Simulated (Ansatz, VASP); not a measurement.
**One calculation of LaPt3, two programs**

```
La Pt
1.0
     4.21443    0.00000    0.00000
     0.00000    4.21443    0.00000
     0.00000    0.00000    4.21443
La Pt
1 3
Direct
  0.00000 0.00000 0.00000
  0.00000 0.50000 0.50000
  0.50000 0.50000 0.00000
  0.50000 0.00000 0.50000
```

Alike in both runs: task electric field gradients; functional LDA; k mesh 10 × 10 × 10; occupations fermi-dirac, width 0.08 eV; no spin polarisation.

|  | VASP | Ansatz |
| --- | --- | --- |
| version | VASP 6.6.1 | Ansatz 0.2.0 |
| potentials or method | VASP PAW LDA potentials, release 64 (La, Pt) | PAW with Ansatz's default frozen-core files, scalar-relativistic |
| plane-wave cutoff (eV) | 400 | 420 |
| valence electrons in the cell | 41 | 65 |

|  | VASP | Ansatz | Ansatz less VASP |
| --- | --- | --- | --- |
| pressure (GPa) | -8.4 | -8.7 | -0.27 |
| size of Vzz on the site where it differs most (V/Å²) | 101.5 | 105.9 | +4.40 |

LDA's correlation is that of Perdew and Zunger in VASP and of Perdew and Wang (1992) in Ansatz. VASP's potentials hold 41 valence electrons a cell and Ansatz's 65, so a difference there can come from the potentials and not from the codes.

Neither program's run includes spin-orbit coupling.
